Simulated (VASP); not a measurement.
Here is a VASP 6.6.1 calculation.

POSCAR

```
Rh
1.0
    2.6800000000      0.0000000000      0.0000000000
   -1.3400000000      2.3209480821      0.0000000000
    0.0000000000      0.0000000000      4.3764400000
Rh
2
Direct
    0.3333333333      0.6666666667      0.2500000000
    0.6666666667      0.3333333333      0.7500000000
```

The input INCAR.step1:

```
PREC = Accurate ; ENCUT = 600
ISMEAR = 0 ; SIGMA = 0.1
LREAL = False ; LASPH = True
NELM = 100 ; GGA = PE
ALGO = Normal ; EDIFF = 1E-4
LWAVE = True ; LCHARG = False
```

INCAR.step2

```
PREC = Accurate ; ENCUT = 600
EDIFF = 1E-6 ; ISMEAR = 0
SIGMA = 0.1 ; LREAL = False
LASPH = True ; NELM = 100
ALGO = Normal ; ISIF = 3
LWAVE = False ; LCHARG = False
METAGGA = R2SCAN ; LMIXTAU = True
IBRION = 2 ; NSW = 80
EDIFFG = -0.02 ; PSTRESS = 600.0
ISTART = 1
```

KPOINTS

```
regular mesh
0
Gamma
  10 10 5
```

Potentials or basis: VASP PAW PBE potentials, release 64 (Rh_pv).

Launch:

```bash
$ cat potpaw_PBE.64/Rh_pv/POTCAR > POTCAR
$ cp INCAR.step1 INCAR
$ mpirun -np 1 vasp_std > vasp.out
$ cp INCAR.step2 INCAR
$ mpirun -np 1 vasp_std > vasp.out
```

Question: Predict the space group after relaxing (to 0.1 Å).

Answer: P6_3/mmc (No. 194).

Question: What does it give for the relaxed cell?

Answer: a = 2.567 Å, b = 2.567 Å, c = 4.182 Å, α = 90.00°, β = 90.00°, γ = 120.00°.

Step by step:
| step | energy change (eV) | largest force (eV/Å) | pressure (GPa) | volume (Å³) |
| --- | --- | --- | --- | --- |
| 1 | 0.0000 | 0.0000 | 4.47 | 27.22 |
| 2 | 33.2897 | 0.0000 | 1485.31 | 12.54 |
| 3 | 0.3375 | 0.0000 | 41.98 | 24.70 |
| 4 | 0.4406 | 0.0000 | 49.32 | 24.34 |
| 5 | 0.6098 | 0.0000 | 60.33 | 23.85 |
| 6 | 0.5858 | 0.0000 | 58.78 | 23.91 |
| 7 | 0.5875 | 0.0000 | 58.94 | 23.91 |
| 8 | 0.5872 | 0.0000 | 58.90 | 23.91 |
| 9 | 0.5928 | 0.0000 | 59.42 | 23.89 |
| 10 | 0.5959 | 0.0000 | 59.42 | 23.88 |
| 11 | 0.6023 | 0.0000 | 59.86 | 23.87 |

Caveat: the cell is relaxed towards a set pressure, so the run minimises the enthalpy, not the energy; the PAW data sets were made with another functional, which shifts forces and pressure a little.
